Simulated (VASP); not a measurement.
# SiC (Moissanite 3C) (F-43m) in VASP: further runs, part 2 of 2

VASP 6.6.1. The steps go on from the part before.

**5. Single point, PBEsol (volume scaled by 0.760)**

Contents of INCAR:

```
ALGO     = Normal         # electronic algorithm
EDIFF    = 1E-7           # SCF threshold, eV
ENCUT    = 520            # plane-wave cutoff, eV
GGA      = PS             # functional
ISIF     = 2              # what is computed and relaxed
ISMEAR   = 0              # smearing method
LASPH    = True           # aspherical terms in the spheres
LCHARG   = True           # write CHGCAR
LELF     = True           # ELF
LREAL    = False          # projectors in reciprocal space
LVHAR    = True         
LWAVE    = False          # write WAVECAR
NBANDS   = 11             # bands
NELM     = 100            # most SCF steps
PREC     = Accurate       # precision mode
SIGMA    = 0.05           # smearing width, eV
```

Contents of KPOINTS:

```
k-points
0
Gamma
  18 18 18
```

Contents of POSCAR:

```
SiC
1.0
    0.0000000000      1.9879704702      1.9879704702
    1.9879704702      0.0000000000      1.9879704702
    1.9879704702      1.9879704702      0.0000000000
Si C
1 1
Direct
    0.0000000000      0.0000000000      0.0000000000
    0.2500000000      0.2500000000      0.2500000000
```

The run is started by

```console
$ cat potpaw_PBE.64/Si/POTCAR potpaw_PBE.64/C/POTCAR > POTCAR
$ mpirun -np 1 vasp_std > vasp.out
```

Run time: 22 s. Hardware: 1 thread of Intel Xeon Platinum 8488C (Sapphire Rapids), shared host; peak memory 0.15 GiB.

It converged, with:

```
Free energy            : -14.6268 eV
Pressure               : 102.8 GPa
Band gap on the k mesh : 0.94 eV, indirect (least direct gap 4.66 eV)
```

Levels at points of the mesh, in eV from the valence-band top:
```
           k point  band 1  band 2  band 3  band 4  band 5  band 6  band 7  band 8  band 9
(0.00, 0.00, 0.00)  -17.75    0.00    0.00    0.00    9.43    9.43    9.43    9.49   16.22
(0.50, 0.00, 0.00)  -12.99  -10.27   -1.08   -1.08    8.05    8.33    8.33   11.48   19.96
(0.50, 0.50, 0.00)  -11.24   -8.85   -3.73   -3.73    0.94    5.30   17.35   17.35   18.90
```

Caveat: the PAW data sets were made with another functional, which shifts forces and pressure a little.

**6. Single point, PBEsol (volume scaled by 0.800)**

Contents of INCAR:

```
SYSTEM = SiC
PREC = Accurate
ENCUT = 520
EDIFF = 1E-7
ISMEAR = 0
SIGMA = 0.05
LREAL = .FALSE.
LASPH = .TRUE.
NELM = 80
ALGO = Normal
ISIF = 2
LWAVE = .FALSE.
LCHARG = .FALSE.
GGA = PS
NBANDS = 11
```

Contents of KPOINTS:

```
Automatic mesh
0
G
  18 18 18
  0 0 0
```

Contents of POSCAR:

```
SiC
1.0
    0.0000000000      2.0222525602      2.0222525602
    2.0222525602      0.0000000000      2.0222525602
    2.0222525602      2.0222525602      0.0000000000
Si C
1 1
Direct
    0.0000000000      0.0000000000      0.0000000000
    0.2500000000      0.2500000000      0.2500000000
```

Potentials or basis: VASP PAW PBE potentials, release 64 (Si, C).

The run is started by

```console
$ cat potpaw_PBE.64/Si/POTCAR potpaw_PBE.64/C/POTCAR > POTCAR
$ mpirun -np 1 vasp_std > vasp.out
```

OUTCAR:

```text
SYSTEM = SiC
   PREC = Accurate
   ENCUT = 520
   EDIFF = 1E-7
   ISMEAR = 0
   LREAL = .FALSE.
   LASPH = .TRUE.
   NELM = 80
   ISIF = 2
   GGA = PS

 ion  position               nearest neighbor table
   1  0.000  0.000  0.000-   2 1.75   2 1.75   2 1.75   2 1.75
   2  0.250  0.250  0.250-   1 1.75   1 1.75   1 1.75   1 1.75

  LATTYP: Found a face centered cubic cell.
 ALAT       =     4.0445051204

  Lattice vectors:

 A1 = (   0.0000000000,   2.0222525602,   2.0222525602)
 A2 = (   2.0222525602,   0.0000000000,   2.0222525602)
 A3 = (   2.0222525602,   2.0222525602,   0.0000000000)

Analysis of symmetry for initial positions (statically):
[... 5 lines left out ...]
 face centered cubic supercell.

 Subroutine GETGRP returns: Found 24 space group operations
 (whereof 24 operations were pure point group operations)
 out of a pool of 48 trial point group operations.

The static configuration has the point symmetry T_d .

Analysis of symmetry for dynamics (positions and initial velocities):
[... 5 lines left out ...]
 face centered cubic supercell.

 Subroutine GETGRP returns: Found 24 space group operations
 (whereof 24 operations were pure point group operations)
 out of a pool of 48 trial point group operations.

The dynamic configuration has the point symmetry T_d .

 Subroutine INISYM returns: Found 24 space group operations
 (whereof 24 operations are pure point group operations),
 and found     1 'primitive' translations

----------------------------------------------------------------------------------------

                                     Primitive cell

  volume of cell :      16.5400

  direct lattice vectors                    reciprocal lattice vectors
     0.000000000  2.022252560  2.022252560    -0.247249038  0.247249038  0.247249038
     2.022252560  0.000000000  2.022252560     0.247249038 -0.247249038  0.247249038
     2.022252560  2.022252560  0.000000000     0.247249038  0.247249038 -0.247249038

  length of vectors
     2.859896997  2.859896997  2.859896997     0.428247896  0.428247896  0.428247896

  position of ions in fractional coordinates (direct lattice)
[... 101 lines left out ...]
  Fermi-wavevector in a.u.,A,eV,Ry     =   1.285068  2.428426 22.468657  1.651400
  Thomas-Fermi vector in A             =   2.417224
   LORBIT       =      0    0 simple, 1 ext, 2 COOP (PROOUT), +10 PAW based schemes
   GGA     = PS    functional components
   LHFCALC =     F    Hartree Fock is set to
   AEXX    =    0.0000 exact exchange contribution
   IVDW    =     0    specifies the selected vdW correction
   LEPSILON=     F    determine dielectric tensor
   LRPA    =     F    only Hartree local field effects (RPA)
 non-spin polarized calculation
 Gauss-broadening in eV      SIGMA  =   0.05
  energy-cutoff  :      520.00
  volume of cell :       16.54
 maximum number of plane-waves:       459
 NGX is ok and might be reduce to    24
   NGX = 11   NGY = 11   NGZ = 11

 number of electron       8.0000000 magnetization

 Free energy of the ion-electron system (eV)
  ---------------------------------------------------
  ext. energy  EPLUGINS =         0.00000000
  ---------------------------------------------------
  free energy    TOTEN  =       -15.08642651 eV

  energy without entropy =      -15.08642651  energy(sigma->0) =      -15.08642651

 E-fermi :  11.0186     XC(G=0): -12.4975

 val. band max:       10.7727321219   @ k =   0.0000   0.0000   0.0000
 cond. band min:      11.7723485103   @ k =   0.5000   0.5000   0.0000
 fundamental gap:      0.9996163884
 Fermi energy:        11.0186124636

 k-point     1 :       0.0000    0.0000    0.0000
  band No.  band energies     occupation
      1      -6.5189      2.00000
      2      10.7727      2.00000
      3      10.7727      2.00000
      4      10.7727      2.00000
      5      19.6331      0.00000
      6      19.7511      0.00000
      7      19.7511      0.00000
      8      19.7511      0.00000
      9      26.6426      0.00000
     10      26.6426      0.00000
     11      29.8276      0.00000
[... 309 lines left out ...]
 k-point    24 :      -0.2222    0.0556    0.0000
  band No.  band energies     occupation
      1      -5.1253      2.00000
      2       6.3067      2.00000
      3       9.6341      2.00000
      4      10.3995      2.00000
      5      18.8873      0.00000
      6      20.0256      0.00000
      7      20.2683      0.00000
      8      21.9717      0.00000
      9      24.1229      0.00000
     10      26.1146      0.00000
     11      28.5054      0.00000

 [... further k-points ...]
[... 5 lines left out ...]
  --------------------------------------------------------------------------------------
  -------------------------------------------------------------------------------------
  Total        7.8561015      7.8561015      7.8561015     -0.0000000      0.0000000      0.0000000
  in kB      760.9944550    760.9944550    760.9944550     -0.0000000      0.0000000      0.0000000
  external PRESSURE =     760.9944550 kB  Pullay stress =       0.0000000 kB

 VOLUME and BASIS-vectors are now :
 -----------------------------------------------------------------------------
  energy-cutoff  :      520.00
  volume of cell :       16.54
      direct lattice vectors                 reciprocal lattice vectors
     0.000000000  2.022252560  2.022252560    -0.247249038  0.247249038  0.247249038
     2.022252560  0.000000000  2.022252560     0.247249038 -0.247249038  0.247249038
     2.022252560  2.022252560  0.000000000     0.247249038  0.247249038 -0.247249038

 POSITION                                       TOTAL-FORCE (eV/Angst)
 -----------------------------------------------------------------------------------
      0.00000      0.00000      0.00000        -0.000000      0.000000      0.000000
      1.01113      1.01113      1.01113         0.000000     -0.000000     -0.000000
 -----------------------------------------------------------------------------------
    total drift:                                0.000000      0.000000      0.000000

  FREE ENERGIE OF THE ION-ELECTRON SYSTEM (eV)
  ---------------------------------------------------
  free  energy   TOTEN  =       -15.0864265056 eV

  energy  without entropy=      -15.0864265056  energy(sigma->0) =      -15.08642651
```

stdout:

```text
POSCAR found type information on POSCAR SiC
 POSCAR found :  2 types and       2 ions
 scaLAPACK will be used
 -----------------------------------------------------------------------------
|                                                                             |
|                                                                             |
|     You enforced a specific xc type in the INCAR file but a different       |
|     I HOPE YOU KNOW WHAT YOU ARE DOING!                                     |
|                                                                             |
 -----------------------------------------------------------------------------

 LDA part: xc-table for (Slater+PW92), standard interpolation
 POSCAR, INCAR and KPOINTS ok, starting setup
 FFT: planning ... GRIDC
 FFT: planning ... GRID_SOFT
 FFT: planning ... GRID
 WAVECAR not read
 entering main loop
```

Run time: 20 s. Hardware: 1 thread of Intel Xeon Platinum 8488C (Sapphire Rapids), shared host; peak memory 0.15 GiB.

Results:

```yaml
Free_energy: -15.0864 eV
Pressure: 76.1 GPa
Band_gap_on_the_k_mesh: 1.00 eV, indirect (least direct gap 4.63 eV)
```

Caveat: the PAW data sets were made with another functional, which shifts forces and pressure a little. A k mesh can miss the band edges.

**7. The runs side by side**

| cell | gap on the mesh (eV) | pressure (GPa) |
| --- | --- | --- |
| a = 2.655 Å, angles 60.0°, 2 atoms | 0.70 | 228.0 |
| a = 2.709 Å, angles 60.0°, 2 atoms | 0.79 | 176.8 |
| a = 2.761 Å, angles 60.0°, 2 atoms | 0.86 | 135.8 |
| a = 2.811 Å, angles 60.0°, 2 atoms | 0.94 | 102.8 |
| a = 2.860 Å, angles 60.0°, 2 atoms | 1.00 | 76.1 |

Alike in all rows: task single point; level PBEsol; potentials or basis VASP PAW PBE potentials, release 64 (Si, C); no spin polarisation; k mesh 18 × 18 × 18; cutoff (eV) 520; smearing gaussian 0.05 eV.

Caveats: the PAW data sets were made with another functional, which shifts forces and pressure a little.

Absolute energies hang on the potentials; compare differences alone.
